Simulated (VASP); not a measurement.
# Te (Cmmm) in VASP: single point with PBE

Aim: the single point of Te with PBE.

Everything below comes from runs of VASP 6.6.1. Logs are shortened: lines on timing, memory, paths and dates and some standing lists are left out, and cuts for length are marked.

## 1. The cell of the first run

Symmetry: Cmmm, No. 65, orthorhombic system. Conventional cell: a = 3.561 Å, b = 4.035 Å, c = 5.388 Å, α = 90.00°, β = 90.00°, γ = 90.00°. Te (site symmetry mmm) has 4 Te at 2.69 Å within 3.5 Å.

## 2. Single point, PBE

Input file INCAR:

```
SYSTEM = Te
PREC     = Accurate       ! precision mode
ENCUT    = 520            ! plane-wave cutoff, eV
EDIFF    = 1E-7           ! SCF threshold, eV
ISMEAR   = 0              ! smearing method
SIGMA    = 0.1            ! smearing width, eV
LREAL    = .FALSE.        ! projectors in reciprocal space
LASPH    = .TRUE.         ! aspherical terms in the spheres
NELM     = 100            ! most SCF steps
ALGO     = Normal         ! electronic algorithm
ISIF     = 2              ! what is computed and relaxed
LWAVE    = .FALSE.        ! write WAVECAR
LCHARG   = .TRUE.         ! write CHGCAR
GGA      = PE             ! functional
LELF     = .TRUE.         ! ELF
LVHAR    = .TRUE.       
NBANDS   = 9              ! bands
```

Input file KPOINTS:

```
Automatic mesh
0
G
  6 6 4
  0 0 0
```

Input file POSCAR:

```
Te
1.0
    1.7805738700     -2.0172831300      0.0000000000
    1.7805738700      2.0172831300      0.0000000000
    0.0000000000      0.0000000000      5.3875038600
Te
1
Direct
    0.0000000000      0.0000000000      0.5000000000
```

Potentials or basis: VASP PAW PBE potentials, release 64 (Te).

Launch:

```
cat potpaw_PBE.64/Te/POTCAR > POTCAR
mpirun -np 1 vasp_std > vasp.out
```

OUTCAR:

```text
SYSTEM = Te
   PREC = Accurate
   ENCUT = 520
   EDIFF = 1E-7
   ISMEAR = 0
   LREAL = .FALSE.
   LASPH = .TRUE.
   NELM = 100
   ISIF = 2
   GGA = PE

 ion  position               nearest neighbor table
   1  0.000  0.000  0.500-

  LATTYP: Found a base centered orthorhombic cell.
 ALAT       =     3.5611477400
 B/A-ratio  =     1.1329398707
 C/A-ratio  =     1.5128560378

  Lattice vectors:

 A1 = (   1.7805738700,  -2.0172831300,   0.0000000000)
 A2 = (   1.7805738700,   2.0172831300,   0.0000000000)
 A3 = (   0.0000000000,   0.0000000000,   5.3875038600)

Analysis of symmetry for initial positions (statically):
=====================================================================
 Subroutine PRICEL returns:
 Original cell was already a primitive cell.

 Routine SETGRP: Setting up the symmetry group for a
 base centered orthorhombic supercell.

 Subroutine GETGRP returns: Found  8 space group operations
 (whereof  8 operations were pure point group operations)
 out of a pool of  8 trial point group operations.

The static configuration has the point symmetry D_2h.

Analysis of symmetry for dynamics (positions and initial velocities):
=====================================================================
 Subroutine PRICEL returns:
 Original cell was already a primitive cell.

 Routine SETGRP: Setting up the symmetry group for a
 base centered orthorhombic supercell.

 Subroutine GETGRP returns: Found  8 space group operations
 (whereof  8 operations were pure point group operations)
 out of a pool of  8 trial point group operations.

The dynamic configuration has the point symmetry D_2h.

 Subroutine INISYM returns: Found  8 space group operations
 (whereof  8 operations are pure point group operations),
 and found     1 'primitive' translations

----------------------------------------------------------------------------------------

                                     Primitive cell

  volume of cell :      38.7030

  direct lattice vectors                    reciprocal lattice vectors
     1.780573870 -2.017283130  0.000000000     0.280808344 -0.247858118  0.000000000
     1.780573870  2.017283130  0.000000000     0.280808344  0.247858118  0.000000000
     0.000000000  0.000000000  5.387503860     0.000000000  0.000000000  0.185614716

  length of vectors
     2.690701495  2.690701495  5.387503860     0.374549026  0.374549026  0.185614716

  position of ions in fractional coordinates (direct lattice)
[... 75 lines left out ...]
   ENCUT  =  520.0 eV  38.22 Ry    6.18 a.u.   5.00  5.00 10.02*2*pi/ulx,y,z
   NELM   =    100;   NELMIN=  2; NELMDL= -5     # of ELM steps
   EDIFF  = 0.1E-06   stopping-criterion for ELM
   LREAL  =      F    real-space projection
   EDIFFG = 0.1E-05   stopping-criterion for IOM
   NSW    =      0    number of steps for IOM
   IBRION =     -1    ionic relax: 0-MD 1-quasi-New 2-CG
   NFREE  =      0    steps in history (QN), initial steepest desc. (CG)
   ISIF   =      2    stress and relaxation
   ISYM   =      2    0-nonsym 1-usesym 2-fastsym
   POTIM  = 0.5000    time-step for ionic-motion
   TEBEG  =    0.0;   TEEND  =   0.0 temperature during run
   PSTRESS=    0.0 pullay stress
   NELECT =       6.0000    total number of electrons
   NUPDOWN=      -1.0000    fix difference up-down
   EMIN   =  10.00;   EMAX   =-10.00  energy-range for DOS
   EFERMI =   0.00;   METHOD = LEGACY
   ISMEAR =     0;   SIGMA  =   0.10  broadening in eV -4-tet -1-fermi 0-gaus
   EFERMI_NEDOS =   21; number of points for ismear=-14 and -15
   IALGO  =     38    algorithm
   IMIX   =      4    mixing-type and parameters
     AMIX     =   0.40;   BMIX     =  1.00
     AMIX_MAG =   1.60;   BMIX_MAG =  1.00
  volume/ion in A,a.u.               =      38.70       261.18
  Fermi-wavevector in a.u.,A,eV,Ry     =   0.879449  1.661917 10.523150  0.773430
  Thomas-Fermi vector in A             =   1.999674
   LORBIT       =      0    0 simple, 1 ext, 2 COOP (PROOUT), +10 PAW based schemes
   GGA     = PE    functional components
   LHFCALC =     F    Hartree Fock is set to
   AEXX    =    0.0000 exact exchange contribution
   IVDW    =     0    specifies the selected vdW correction
   LEPSILON=     F    determine dielectric tensor
   LRPA    =     F    only Hartree local field effects (RPA)
 non-spin polarized calculation
 Gauss-broadening in eV      SIGMA  =   0.10
  energy-cutoff  :      520.00
  volume of cell :       38.70
 maximum number of plane-waves:      1066
   NGX =  9   NGY =  9   NGZ = 21

 number of electron       6.0000001 magnetization

 Free energy of the ion-electron system (eV)
  ---------------------------------------------------
  ext. energy  EPLUGINS =         0.00000000
  ---------------------------------------------------
  free energy    TOTEN  =        -2.15358302 eV

  energy without entropy =       -2.14427946  energy(sigma->0) =       -2.14893124

 E-fermi :   5.1748     XC(G=0):  -7.7923

 val. band max:        5.0749782127   @ k =   0.5000   0.3333   0.5000
 cond. band min:       5.1909913470   @ k =   0.1667  -0.0000   0.0000
 fundamental gap:      0.1160131343
 Fermi energy:         5.1748021934

 k-point     1 :       0.0000    0.0000    0.0000
  band No.  band energies     occupation
      1     -10.9123      2.00000
      2      -0.1460      2.00000
      3       6.7572      0.00000
      4       9.5128      0.00000
      5      10.1137      0.00000
      6      13.3089      0.00000
      7      16.2084      0.00000
      8      17.9286      0.00000
      9      20.2089      0.00000
[... 265 lines left out ...]
 k-point    24 :       0.5000    0.3333    0.2500
  band No.  band energies     occupation
      1      -4.4774      2.00000
      2      -1.2517      2.00000
      3       3.0414      2.00000
      4       5.2078      0.64115
      5       9.2955      0.00000
      6      10.4455      0.00000
      7      13.7775      0.00000
      8      14.4434      0.00000
      9      16.1801      0.00000

 [... further k-points ...]
[... 5 lines left out ...]
  --------------------------------------------------------------------------------------
  -------------------------------------------------------------------------------------
  Total        7.2657923      7.6151217     -0.0679856     -0.0000000      0.0000000      0.0000000
  in kB      300.7801129    315.2412097     -2.8143812     -0.0000000      0.0000000      0.0000000
  external PRESSURE =     204.4023138 kB  Pullay stress =       0.0000000 kB

 VOLUME and BASIS-vectors are now :
 -----------------------------------------------------------------------------
  energy-cutoff  :      520.00
  volume of cell :       38.70
      direct lattice vectors                 reciprocal lattice vectors
     1.780573870 -2.017283130  0.000000000     0.280808344 -0.247858118  0.000000000
     1.780573870  2.017283130  0.000000000     0.280808344  0.247858118  0.000000000
     0.000000000  0.000000000  5.387503860     0.000000000  0.000000000  0.185614716

 POSITION                                       TOTAL-FORCE (eV/Angst)
 -----------------------------------------------------------------------------------
      0.00000      0.00000      2.69375        -0.000000      0.000000      0.000000
 -----------------------------------------------------------------------------------
    total drift:                               -0.000000      0.000000      0.000000

  FREE ENERGIE OF THE ION-ELECTRON SYSTEM (eV)
  ---------------------------------------------------
  free  energy   TOTEN  =        -2.1535830171 eV

  energy  without entropy=       -2.1442794577  energy(sigma->0) =       -2.14893124
```

OSZICAR:

```text
N       E                     dE             d eps       ncg     rms          rms(c)
DAV:   1     0.227417887110E+02    0.22742E+02   -0.23657E+03   702   0.510E+02
DAV:   2    -0.137694196437E+01   -0.24119E+02   -0.22507E+02   915   0.754E+01
DAV:   3    -0.216190955673E+01   -0.78497E+00   -0.77153E+00   849   0.173E+01
DAV:   4    -0.217227220105E+01   -0.10363E-01   -0.10362E-01   963   0.221E+00
DAV:   5    -0.217240991926E+01   -0.13772E-03   -0.13772E-03   926   0.204E-01    0.112E+01
DAV:   6    -0.215705992141E+01    0.15350E-01   -0.10140E-02   815   0.499E-01    0.708E+00
DAV:   7    -0.215419053648E+01    0.28694E-02   -0.14621E-02   826   0.637E-01    0.331E-01
DAV:   8    -0.215351056385E+01    0.67997E-03   -0.14716E-03   794   0.202E-01    0.116E-01
DAV:   9    -0.215356901742E+01   -0.58454E-04   -0.68507E-05   787   0.550E-02    0.714E-02
DAV:  10    -0.215357971675E+01   -0.10699E-04   -0.66759E-06   870   0.158E-02    0.723E-03
DAV:  11    -0.215358265047E+01   -0.29337E-05   -0.28619E-06   760   0.107E-02    0.565E-03
DAV:  12    -0.215358302942E+01   -0.37895E-06   -0.48411E-07   821   0.459E-03    0.100E-03
DAV:  13    -0.215358301705E+01    0.12367E-07   -0.16638E-08   826   0.947E-04
   1 F= -.21535830E+01 E0= -.21489312E+01  d E =-.930356E-02
```

Wall time 25 s (1 thread of Intel Xeon 8259CL, shared host); peak memory 0.14 GiB.

What came out:

| Quantity | Value |
| --- | --- |
| Free energy | -2.1536 eV |
| Pressure | 20.4 GPa |
| Band gap on the k mesh | zero (band 3 reaches 9.52 eV, above the bottom of band 4 at 3.58 eV) |

Levels at points of the mesh, in eV from the Fermi level:
| k point | band 1 | band 2 | band 3 | band 4 | band 5 | band 6 | band 7 |
| --- | --- | --- | --- | --- | --- | --- | --- |
| (0.00, 0.00, 0.00) | -16.09 | -5.32 | 1.58 | 4.34 | 4.94 | 8.13 | 11.03 |
| (0.50, 0.00, 0.00) | -11.84 | -8.58 | -1.86 | 3.61 | 6.38 | 6.79 | 7.20 |
| (0.50, 0.50, 0.00) | -7.28 | -6.54 | -4.44 | 1.34 | 1.82 | 6.40 | 8.60 |
| (0.00, 0.00, 0.50) | -16.07 | -5.69 | 4.35 | 4.95 | 5.06 | 5.42 | 8.15 |
| (0.50, 0.00, 0.50) | -11.83 | -8.56 | -2.14 | 2.79 | 7.10 | 9.57 | 9.81 |
| (0.50, 0.50, 0.50) | -7.26 | -6.53 | -4.43 | 1.11 | 1.87 | 5.75 | 8.01 |

Caveat: the k points lie up to 0.39 Å⁻¹ apart; spin-orbit coupling is left out, which moves the levels of the heavy elements.
